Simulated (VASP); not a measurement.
# Ta3Ag in VASP: notebook

The runs below take Ta3Ag through relaxation of cell and atoms, single point, with PBE.

Program: VASP 6.6.1. These are calculated values, not measurements. Logs are shortened: lines on timing, memory, paths and dates and some standing lists are left out, and cuts for length are marked.

## (1) The cell of the first run

It takes space group P4/mmm (No. 123, tetragonal). The conventional cell has a = 4.066 Å, b = 4.066 Å, c = 4.024 Å, α = 90.00°, β = 90.00°, γ = 90.00°. Within 3.8 Å of Ta (site symmetry mmm) lie 8 Ta at 2.86 to 2.87 Å and 4 Ag at 2.86 Å. Within 3.8 Å of Ta (site symmetry 4/mmm) lie 8 Ta at 2.86 Å and 4 Ag at 2.87 Å. Within 3.8 Å of Ag (site symmetry 4/mmm) lie 12 Ta at 2.86 to 2.87 Å.

## (2) Relaxation of cell and atoms, PBE

INCAR reads:

```
ALGO = Normal
EDIFF = 1E-6
EDIFFG = -0.04
ENCUT = 600
GGA = PE
IBRION = 2
ISIF = 3
ISMEAR = 0
LASPH = True
LCHARG = False
LREAL = False
LWAVE = False
NELM = 60
NSW = 90
PREC = Accurate
SIGMA = 0.1
```

KPOINTS reads:

```
k-points
0
Gamma
  4 4 4
```

POSCAR reads:

```
Ta3Ag
1.0
    4.0658408819      0.0000000000      0.0000000000
    0.0000000000      4.0658408819      0.0000000000
    0.0000000000      0.0000000000      4.0240497124
Ta Ag
3 1
Direct
    0.0000000000      0.5000000000      0.5000000000
    0.5000000000      0.0000000000      0.5000000000
    0.5000000000      0.5000000000      0.0000000000
    0.0000000000      0.0000000000      0.0000000000
```

Potentials or basis: VASP PAW PBE potentials, release 64 (Ta_pv, Ag).

Command:

```bash
$ cat potpaw_PBE.64/Ta_pv/POTCAR potpaw_PBE.64/Ag/POTCAR > POTCAR
$ mpirun -np 1 vasp_std > vasp.out
```

OUTCAR:

```text
EDIFF = 1E-6
   EDIFFG = -0.04
   ENCUT = 600
   GGA = PE
   IBRION = 2
   ISIF = 3
   ISMEAR = 0
   LASPH = True
   LREAL = False
   NELM = 60
   NSW = 90
   PREC = Accurate

 ion  position               nearest neighbor table
   1  0.000  0.500  0.500-   3 2.86   4 2.86   3 2.86   4 2.86   4 2.86   4 2.86   3 2.86   3 2.86
                             2 2.87   2 2.87   2 2.87   2 2.87
   2  0.500  0.000  0.500-   3 2.86   4 2.86   3 2.86   4 2.86   3 2.86   3 2.86   4 2.86   4 2.86
                             1 2.87   1 2.87   1 2.87   1 2.87
   3  0.500  0.500  0.000-   1 2.86   2 2.86   1 2.86   2 2.86   2 2.86   2 2.86   1 2.86   1 2.86
                             4 2.87   4 2.87   4 2.87   4 2.87
   4  0.000  0.000  0.000-   1 2.86   2 2.86   1 2.86   2 2.86   1 2.86   1 2.86   2 2.86   2 2.86
                             3 2.87   3 2.87   3 2.87   3 2.87

  LATTYP: Found a simple tetragonal cell.
 ALAT       =     4.0658408819
 C/A-ratio  =     0.9897213957

  Lattice vectors:

 A1 = (   4.0658408819,   0.0000000000,   0.0000000000)
 A2 = (   0.0000000000,   4.0658408819,   0.0000000000)
 A3 = (   0.0000000000,   0.0000000000,   4.0240497124)

Analysis of symmetry for initial positions (statically):
=====================================================================
 Subroutine PRICEL returns:
 Original cell was already a primitive cell.

 Routine SETGRP: Setting up the symmetry group for a
 simple tetragonal supercell.

 Subroutine GETGRP returns: Found 16 space group operations
 (whereof 16 operations were pure point group operations)
 out of a pool of 16 trial point group operations.

The static configuration has the point symmetry D_4h.

Analysis of symmetry for dynamics (positions and initial velocities):
=====================================================================
 Subroutine PRICEL returns:
 Original cell was already a primitive cell.

 Routine SETGRP: Setting up the symmetry group for a
 simple tetragonal supercell.

 Subroutine GETGRP returns: Found 16 space group operations
 (whereof 16 operations were pure point group operations)
 out of a pool of 16 trial point group operations.

The dynamic configuration has the point symmetry D_4h.

 Subroutine INISYM returns: Found 16 space group operations
 (whereof 16 operations are pure point group operations),
 and found     1 'primitive' translations

----------------------------------------------------------------------------------------

                                     Primitive cell

  volume of cell :      66.5218

  direct lattice vectors                    reciprocal lattice vectors
     4.065840882  0.000000000  0.000000000     0.245951583  0.000000000  0.000000000
     0.000000000  4.065840882  0.000000000     0.000000000  0.245951583  0.000000000
     0.000000000  0.000000000  4.024049712     0.000000000  0.000000000  0.248505876

  length of vectors
     4.065840882  4.065840882  4.024049712     0.245951583  0.245951583  0.248505876

  position of ions in fractional coordinates (direct lattice)
     0.000000000  0.500000000  0.500000000
     0.500000000  0.000000000  0.500000000
     0.500000000  0.500000000  0.000000000
     0.000000000  0.000000000  0.000000000

  ion indices of the primitive-cell ions
   primitive index   ion index
                 1           1
                 2           2
                 3           3
                 4           4

----------------------------------------------------------------------------------------

 KPOINTS: k-points

Automatic generation of k-mesh.
 Grid dimensions read from file:
 generate k-points for:    4    4    4

 Generating k-lattice:

  Cartesian coordinates                     Fractional coordinates (reciprocal lattice)
     0.061487896  0.000000000  0.000000000     0.250000000  0.000000000  0.000000000
     0.000000000  0.061487896  0.000000000     0.000000000  0.250000000  0.000000000
     0.000000000  0.000000000  0.062126469     0.000000000  0.000000000  0.250000000

  Length of vectors
     0.061487896  0.061487896  0.062126469

  Shift w.r.t. Gamma in fractional coordinates (k-lattice)
     0.000000000  0.000000000  0.000000000

 Subroutine IBZKPT returns following result:
 ===========================================

 Found     18 irreducible k-points:

 Following reciprocal coordinates:
            Coordinates               Weight
  0.000000  0.000000  0.000000      1.000000
  0.250000  0.000000  0.000000      4.000000
  0.500000  0.000000  0.000000      2.000000
  0.250000  0.250000  0.000000      4.000000
  0.500000  0.250000  0.000000      4.000000
  0.500000  0.500000  0.000000      1.000000
[... 10 lines left out ...]
  0.500000  0.250000  0.500000      4.000000
  0.500000  0.500000  0.500000      1.000000
   k-points           NKPTS =     18   k-points in BZ     NKDIM =     18   number of bands    NBANDS=     26
   number of dos      NEDOS =    301   number of ions     NIONS =      4
   total plane-waves  NPLWV =  32768
   dimension x,y,z NGX =    32 NGY =   32 NGZ =   32
   dimension x,y,z NGXF=    64 NGYF=   64 NGZF=   64
   ions per type =               3   1
   NGX,Y,Z   is equivalent  to a cutoff of  13.08, 13.08, 13.22 a.u.
   NGXF,Y,Z  is equivalent  to a cutoff of  26.17, 26.17, 26.44 a.u.
 SYSTEM =  unknown system
   PREC   = accura    normal or accurate (medium, high low for compatibility)
   ISTART =      0    job   : 0-new  1-cont  2-samecut
   ICHARG =      2    charge: 1-file 2-atom 10-const
   ISPIN  =      1    spin polarized calculation?
   LNONCOLLINEAR =      F non collinear calculations
   LSORBIT =      F    spin-orbit coupling
   LASPH  =      T    aspherical Exc in radial PAW
   ENCUT  =  600.0 eV  44.10 Ry    6.64 a.u.   8.12  8.12  8.04*2*pi/ulx,y,z
   NELM   =     60;   NELMIN=  2; NELMDL= -5     # of ELM steps
   EDIFF  = 0.1E-05   stopping-criterion for ELM
   LREAL  =      F    real-space projection
   EDIFFG = -.4E-01   stopping-criterion for IOM
   NSW    =     90    number of steps for IOM
   IBRION =      2    ionic relax: 0-MD 1-quasi-New 2-CG
   NFREE  =      1    steps in history (QN), initial steepest desc. (CG)
   ISIF   =      3    stress and relaxation
   ISYM   =      2    0-nonsym 1-usesym 2-fastsym
   POTIM  = 0.5000    time-step for ionic-motion
   TEBEG  =    0.0;   TEEND  =   0.0 temperature during run
   PSTRESS=    0.0 pullay stress
   NELECT =      44.0000    total number of electrons
   NUPDOWN=      -1.0000    fix difference up-down
   EMIN   =  10.00;   EMAX   =-10.00  energy-range for DOS
   EFERMI =   0.00;   METHOD = LEGACY
   ISMEAR =     0;   SIGMA  =   0.10  broadening in eV -4-tet -1-fermi 0-gaus
   EFERMI_NEDOS =   21; number of points for ismear=-14 and -15
   IALGO  =     38    algorithm
   IMIX   =      4    mixing-type and parameters
     AMIX     =   0.40;   BMIX     =  1.00
     AMIX_MAG =   1.60;   BMIX_MAG =  1.00
  volume/ion in A,a.u.               =      16.63       112.23
  Fermi-wavevector in a.u.,A,eV,Ry     =   1.426388  2.695483 27.682181  2.034583
  Thomas-Fermi vector in A             =   2.546670
   LORBIT       =      0    0 simple, 1 ext, 2 COOP (PROOUT), +10 PAW based schemes
   GGA     = PE    functional components
   LHFCALC =     F    Hartree Fock is set to
   AEXX    =    0.0000 exact exchange contribution
   IVDW    =     0    specifies the selected vdW correction
   LEPSILON=     F    determine dielectric tensor
   LRPA    =     F    only Hartree local field effects (RPA)
 conjugate gradient relaxation of ions
 non-spin polarized calculation
 Gauss-broadening in eV      SIGMA  =   0.10
  energy-cutoff  :      600.00
  volume of cell :       66.52
 maximum number of plane-waves:      2272
   NGX = 17   NGY = 17   NGZ = 17

--------------------------------------- Ionic step        1  -------------------------------------------

 number of electron      43.9999996 magnetization

 Free energy of the ion-electron system (eV)
  ---------------------------------------------------
  ext. energy  EPLUGINS =         0.00000000
  ---------------------------------------------------
  free energy    TOTEN  =       -36.79453860 eV

  energy without entropy =      -36.77516837  energy(sigma->0) =      -36.78485348

------------------------ aborting loop because EDIFF is reached ----------------------------------------

  FORCE on cell =-STRESS in cart. coord.  units (eV):
  Direction    XX          YY          ZZ          XY          YZ          ZX
  --------------------------------------------------------------------------------------
  -------------------------------------------------------------------------------------
  Total        6.7524037      6.7524037      6.5724116      0.0000000     -0.0000000      0.0000000
  in kB      162.6315824    162.6315824    158.2964738      0.0000000     -0.0000000      0.0000000
  external PRESSURE =     161.1865462 kB  Pullay stress =       0.0000000 kB
[... 95 lines left out ...]
  FREE ENERGIE OF THE ION-ELECTRON SYSTEM (eV)
  ---------------------------------------------------
  free  energy   TOTEN  =       -37.0471469689 eV

  energy  without entropy=      -37.0261060861  energy(sigma->0) =      -37.03662653

[... ionic steps 4 to 12 ...]

--------------------------------------- Ionic step       13  -------------------------------------------

 number of electron      44.0000005 magnetization

------------------------ aborting loop because EDIFF is reached ----------------------------------------

  FORCE on cell =-STRESS in cart. coord.  units (eV):
  Direction    XX          YY          ZZ          XY          YZ          ZX
  --------------------------------------------------------------------------------------
  -------------------------------------------------------------------------------------
  Total        0.1627244      0.1627244      0.2890005      0.0000000     -0.0000000     -0.0000000
  in kB        3.6543546      3.6543546      6.4901775      0.0000000     -0.0000000     -0.0000000
  external PRESSURE =       4.5996289 kB  Pullay stress =       0.0000000 kB
[... 61 lines left out ...]
  energy  without entropy=      -37.1646678354  energy(sigma->0) =      -37.17160426

--------------------------------------- Ionic step       15  -------------------------------------------

 number of electron      44.0000003 magnetization

 Free energy of the ion-electron system (eV)
  ---------------------------------------------------
  ext. energy  EPLUGINS =         0.00000000
  ---------------------------------------------------
  free energy    TOTEN  =       -37.20621241 eV

  energy without entropy =      -37.19411597  energy(sigma->0) =      -37.20016419

 E-fermi :   6.4549     XC(G=0): -12.5227

 val. band max:        6.4545554925   @ k =   0.5000   0.5000   0.2500
 cond. band min:       6.4739539426   @ k =   0.5000   0.2500   0.5000
 fundamental gap:      0.0193984501
 Fermi energy:         6.4549237221

 k-point     1 :       0.0000    0.0000    0.0000
  band No.  band energies     occupation
      1     -28.0145      2.00000
      2     -28.0145      2.00000
      3     -27.9028      2.00000
      4     -27.6433      2.00000
      5     -27.6433      2.00000
      6     -27.6266      2.00000
[... 542 lines left out ...]
  FREE ENERGIE OF THE ION-ELECTRON SYSTEM (eV)
  ---------------------------------------------------
  free  energy   TOTEN  =       -37.2062124125 eV

  energy  without entropy=      -37.1941159696  energy(sigma->0) =      -37.20016419

 reached required accuracy - stopping structural energy minimisation
```

Run time: 3.9 min. Hardware: 1 thread of Intel Xeon Platinum 8259CL at 2.50GHz (Skylake/Cascade Lake), shared host; peak memory 0.21 GiB.

Results:

```
Free energy                            : -37.2062 eV
Relaxed volume                         : 17.87 Å³/atom
Relaxed cell                           : a = 4.426 Å, b = 4.426 Å, c = 3.650 Å, α = 90.00°, β = 90.00°, γ = 90.00°
Space group after relaxing (to 0.05 Å) : P4/mmm (No. 123)
Energy gained by relaxing              : 102.9 meV/atom
Ionic steps                            : 15
Pressure after relaxing                : 0.1 GPa
Band gap on the k mesh                 : zero (band 22 reaches 7.91 eV, above the bottom of band 23 at 6.11 eV)
```

Stress tensor (GPa, compression positive):
```
-0.05  0.00  0.00
 0.00 -0.05  0.00
 0.00  0.00  0.30
```

The path:
| step | energy change (eV) | largest force (eV/Å) | pressure (GPa) | volume (Å³) |
| --- | --- | --- | --- | --- |
| 1 | 0.0000 | 0.0000 | 16.12 | 66.52 |
| 2 | 0.6196 | 0.0000 | -20.14 | 83.96 |
| 3 | -0.2526 | 0.0000 | -0.67 | 72.13 |
| 4 | -0.2532 | 0.0000 | -0.07 | 71.89 |
| 5 | -0.2531 | 0.0000 | 0.22 | 71.78 |
| 6 | -0.2538 | 0.0000 | 0.22 | 71.78 |
| 7 | -0.2569 | 0.0000 | 0.22 | 71.80 |
| 8 | -0.2683 | 0.0000 | 0.19 | 71.81 |
| 9 | -0.3150 | 0.0000 | 0.22 | 71.80 |
| 10 | -0.4026 | 0.0000 | 0.18 | 71.56 |
| 11 | -0.3695 | 0.0000 | 3.74 | 70.26 |
| 12 | -0.3980 | 0.0000 | 1.01 | 71.05 |
| 13 | -0.4115 | 0.0000 | 0.46 | 71.34 |
| 14 | -0.3840 | 0.0000 | -4.39 | 73.37 |
| 15 | -0.4117 | 0.0000 | 0.07 | 71.49 |

Final structure:
```cif
data_structure
_symmetry_space_group_name_H-M 'P 1'
_symmetry_Int_Tables_number 1
_cell_length_a 4.4255
_cell_length_b 4.4255
_cell_length_c 3.6504
_cell_angle_alpha 90.000
_cell_angle_beta 90.000
_cell_angle_gamma 90.000
_cell_volume 71.49
loop_
_atom_site_label
_atom_site_type_symbol
_atom_site_fract_x
_atom_site_fract_y
_atom_site_fract_z
_atom_site_occupancy
Ta1 Ta 0.00000 0.50000 0.50000 1
Ta2 Ta 0.50000 0.00000 0.50000 1
Ta3 Ta 0.50000 0.50000 0.00000 1
Ag1 Ag 0.00000 0.00000 0.00000 1
```

Caveat: the k points lie up to 0.43 Å⁻¹ apart in the final cell; spin-orbit coupling is left out, which moves the levels of the heavy elements.

(Part 1 of 3 ends here.)
